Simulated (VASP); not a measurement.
Wanted: the native input for a VASP 6.6.1 run.

```
Task                   : single point
Functional             : LDA
Potentials or basis    : VASP PAW LDA potentials, release 64 (Zn, S)
Cutoff                 : 520 eV
k mesh                 : 6 × 6 × 6
Occupations            : gaussian, width 0.02 eV
Spin                   : no spin polarisation
Dipole correction      : no
Further INCAR settings : ALGO = Normal; EDIFF = 1e-06; NBANDS = 46
```

The structure of ZnS lies in POSCAR:

```
ZnS
1.0
    5.4093000000      0.0000000000      0.0000000000
    0.0000000000     -5.4093000000      0.0000000000
    0.0000000000      0.0000000000     -5.4093000000
Zn S
4 4
Direct
    0.0000000000      0.5000000000      0.5000000000
    0.5000000000      0.0000000000      0.5000000000
    0.5000000000      0.5000000000      0.0000000000
    0.0000000000      0.0000000000      0.0000000000
    0.7500000000      0.7500000000      0.7500000000
    0.2500000000      0.2500000000      0.7500000000
    0.2500000000      0.7500000000      0.2500000000
    0.7500000000      0.2500000000      0.2500000000
```

The input as run:

INCAR

```
ALGO = Normal
EDIFF = 1E-6
ENCUT = 520
GGA = CA
ISIF = 2
ISMEAR = 0
LASPH = T
LCHARG = T
LELF = T
LREAL = F
LVHAR = T
LWAVE = F
NBANDS = 46
NELM = 100
PREC = Accurate
SIGMA = 0.02
```

KPOINTS

```
k-points
0
Gamma
  6 6 6
```

Potentials or basis: VASP PAW LDA potentials, release 64 (Zn, S).

The run is started by

```console
$ cat potpaw_LDA.64/Zn/POTCAR potpaw_LDA.64/S/POTCAR > POTCAR
$ mpirun -np 1 vasp_std > vasp.out
```

It gave:

```json
{
  "Pressure": "-4.6 GPa",
  "Band gap on the k mesh": "1.88 eV"
}
```

It took 60 s on 1 thread of Intel(R) Xeon(R) Platinum 8559C (Emerald Rapids), with other jobs on the host, peak memory 0.27 GiB.
